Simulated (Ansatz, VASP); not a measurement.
Ca in VASP and in Ansatz

```
Ca
1.0
     0.00000    2.72653    2.72653
     2.72653    0.00000    2.72653
     2.72653    2.72653    0.00000
Ca
1
Direct
  0.00000 0.00000 0.00000
```

Alike in both runs: functional PBEsol; k mesh 14 × 14 × 14; occupations gaussian, width 0.1 eV; no spin polarisation.

Ansatz relaxed the structure, and its values are those at the end. VASP's run is a single point on that final structure, the one shown.

```csv
,VASP,Ansatz
version,VASP 6.6.1,Ansatz 0.2.0
potentials or method,"VASP PAW PBE potentials, release 64 (Ca_sv), cutoff 520 eV","scalar-relativistic, plane waves, PAW"
valence electrons in the cell,10,10
```

|  | VASP | Ansatz | Ansatz less VASP |
| --- | --- | --- | --- |
| gap on the k mesh at the Fermi level (eV) | none | none | - |
| pressure (GPa) | 0.0 | 0.0 | +0.01 |

VASP's potentials were made for PBE, not for PBEsol. A gap of «none» marks a metal or a gap that the smearing closes.
